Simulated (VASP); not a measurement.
Wanted: the native input for a VASP 6.6.1 run.

```
Task                   : single point
Functional             : LDA
Potentials or basis    : VASP PAW LDA potentials, release 64 (Rb_sv, Br)
Cutoff                 : 520 eV
k mesh                 : 6 × 6 × 6
Occupations            : gaussian, width 0.05 eV
Spin                   : no spin polarisation
Dipole correction      : no
Further INCAR settings : ALGO = Normal; EDIFF = 1e-07; NBANDS = 15
```

The structure of RbBr lies in POSCAR:

```
RbBr
1.0
    0.0000000000      3.1533000000      3.4275000000
    3.1533000000      0.0000000000      3.4275000000
    3.1533000000      3.1533000000      0.0000000000
Rb Br
1 1
Direct
    0.0000000000      0.0000000000      0.0000000000
    0.5000000000      0.5000000000      0.5000000000
```

This cell differs from its parent crystal: strain -0.080 along x and y, +0.000 along z.

One way to write it, as run:

INCAR

```
PREC     = Accurate       # precision mode
ENCUT    = 520            # plane-wave cutoff, eV
EDIFF    = 1E-7           # SCF threshold, eV
ISMEAR   = 0              # smearing method
SIGMA    = 0.05           # smearing width, eV
LREAL    = False          # projectors in reciprocal space
LASPH    = True           # aspherical terms in the spheres
NELM     = 100            # most SCF steps
ALGO     = Normal         # electronic algorithm
ISIF     = 2              # what is computed and relaxed
LWAVE    = False          # write WAVECAR
LCHARG   = True           # write CHGCAR
LELF     = True           # ELF
LVHAR    = True         
NBANDS   = 15             # bands
```

KPOINTS

```
regular mesh
0
Gamma
  6 6 6
```

Potentials or basis: VASP PAW LDA potentials, release 64 (Rb_sv, Br).

Launch:

```bash
$ cat potpaw_LDA.64/Rb_sv/POTCAR potpaw_LDA.64/Br/POTCAR > POTCAR
$ mpirun -np 1 vasp_std > vasp.out
```

It gave:

The pressure is 2.5 GPa and the band gap on the k mesh is 4.28 eV, direct.

Caveat: the cell differs from its parent crystal (strain -0.080 along x and y, +0.000 along z).

Run time: 12 s on 1 thread of Intel(R) Xeon(R) 6975P-C (Granite Rapids), on a shared host, peak memory 0.18 GiB.
